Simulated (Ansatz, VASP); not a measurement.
**Be: VASP beside Ansatz**

The input POSCAR:

```
Be
1.0
   14.0000000000      0.0000000000      0.0000000000
    0.0000000000     14.4000000000      0.0000000000
    0.0000000000      0.0000000000     14.8000000000
Be
1
Direct
    0.5000000000      0.5000000000      0.5000000000
```

INCAR.step1

```
SYSTEM = Be
PREC = Accurate
ENCUT = 520
ISMEAR = -1
SIGMA = 0.01
LREAL = .False.
LASPH = .True.
NELM = 150
ISPIN = 2
MAGMOM = 0.01
NBANDS = 11
ISYM = 0
GGA = PE
ALGO = Normal
EDIFF = 1E-4
LWAVE = .True.
LCHARG = .False.
```

File INCAR.step2:

```
SYSTEM = Be
PREC = Accurate
ENCUT = 520
EDIFF = 1E-6
ISMEAR = -1
SIGMA = 0.01
LREAL = .False.
LASPH = .True.
NELM = 150
ALGO = Normal
ISIF = 2
LWAVE = .False.
LCHARG = .False.
ISPIN = 2
MAGMOM = 0.01
LORBIT = 11
METAGGA = R2SCAN
LMIXTAU = .True.
NBANDS = 11
ISYM = 0
ISTART = 1
```

File KPOINTS:

```
regular mesh
0
Gamma
  1 1 1
  0 0 0
```

Input for Ansatz:

```yaml
crystal:
  lattice:
    - [14.0, 0.0, 0.0]
    - [0.0, 14.4, 0.0]
    - [0.0, 0.0, 14.8]
  atoms:
    - { symbol: Be, position: [0.5, 0.5, 0.5], spin: 0.01 }
  symmetry: { detect: false, time_reversal: true }
hamiltonian:
  xc: r2scan
  pseudopotentials:
    kind: paw
    azcp:
      Be: "pseudopotentials/Be.paw.azcp"
basis:
  ecutwfc: 500
  fft_grid_basis: typed
kpoints:
  mp_grid: { grid: [1, 1, 1], shift: [0, 0, 0] }
magnetization:
  spin_polarized: true
scf:
  occupations: { method: fermi_dirac, width: 0.01 }
```

Alike in both runs: task single point; functional r2SCAN; k mesh 1 × 1 × 1; occupations fermi-dirac, width 0.01 eV; collinear spin.

```csv
,VASP,Ansatz
version,VASP 6.6.1,Ansatz 0.2.0
potentials or method,"VASP PAW PBE potentials, release 64 (Be), cutoff 520 eV","plane waves (500 eV) with PAW, scalar-relativistic"
valence electrons in the cell,2,2
```

Ansatz gave:

```
gap on the k mesh at the Fermi level (eV) : 3.96
net moment per atom (μB)                  : 0.00
```

Q: What did VASP give for the same quantities?

A: gap on the k mesh at the Fermi level (eV): 3.93; net moment per atom (μB): 0.00.

VASP's potentials were made for PBE, not for r2SCAN. Ansatz's warnings: seeded moment not kept, stability check not made.
